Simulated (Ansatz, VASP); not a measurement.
Sn2O: VASP beside Ansatz

```
CELL_PARAMETERS angstrom
5.20532 0.00000 0.00000
0.00000 5.20532 0.00000
0.00000 0.00000 5.20532
ATOMIC_POSITIONS crystal
Sn 0.25000 0.25000 0.25000
Sn 0.75000 0.75000 0.25000
Sn 0.25000 0.75000 0.75000
Sn 0.75000 0.25000 0.75000
O 0.00000 0.00000 0.00000
O 0.50000 0.50000 0.50000
```

Alike in both runs: functional PBE; k mesh 8 × 8 × 8; occupations fermi-dirac, width 0.15 eV; no spin polarisation.

Ansatz relaxed the structure, and its values are those at the end. VASP's run is a single point on that final structure, the one shown.

|  | VASP | Ansatz |
| --- | --- | --- |
| version | VASP 6.6.1 | Ansatz 0.2.0 |
| potentials or method | VASP PAW PBE potentials, release 64 (Sn_d, O), cutoff 520 eV | scalar-relativistic, plane waves, PAW |
| valence electrons in the cell | 68 | 68 |

```tsv
	VASP	Ansatz	Ansatz less VASP
gap on the k mesh at the Fermi level (eV)	none	none	-
pressure (GPa)	0.1	0.0	-0.06
```

A gap of «none» marks a metal or a gap that the smearing closes.
